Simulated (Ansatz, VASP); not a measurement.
Two plane-wave programs on SnP5

```xyz
6
Lattice="5.6450 0.0000 0.0000 0.0000 5.6450 0.0000 0.0000 0.0000 5.1647" Properties=species:S:1:pos:R:3 pbc="T T T"
Sn    0.0000    0.0000    0.0000
P     1.1407    1.1407    2.5823
P     4.5043    4.5043    2.5823
P     4.5043    1.1407    2.5823
P     1.1407    4.5043    2.5823
P     2.8225    2.8225    2.5823
```

Alike in both runs: functional PBE; k mesh 4 × 4 × 4; occupations gaussian, width 0.1 eV; no spin polarisation.

Ansatz relaxed the structure, and its values are those at the end. VASP's run is a single point on that final structure, the one shown.

|  | VASP | Ansatz |
| --- | --- | --- |
| version | VASP 6.6.1 | Ansatz 0.2.0 |
| potentials or method | VASP PAW PBE potentials, release 64 (Sn_d, P), cutoff 500 eV | scalar-relativistic, plane waves, PAW |
| valence electrons in the cell | 39 | 39 |

VASP gave:

```
gap on the k mesh at the Fermi level (eV) : none
pressure (GPa)                            : -0.1
rms of the force components (eV/Å)        : 0.022
```

Which values does Ansatz return?

gap on the k mesh at the Fermi level (eV): none; pressure (GPa): 0.0; rms of the force components (eV/Å): 0.006.

A gap of «none» marks a metal or a gap that the smearing closes. The functional is the same, so the differences come from potentials, cutoffs and numerics.
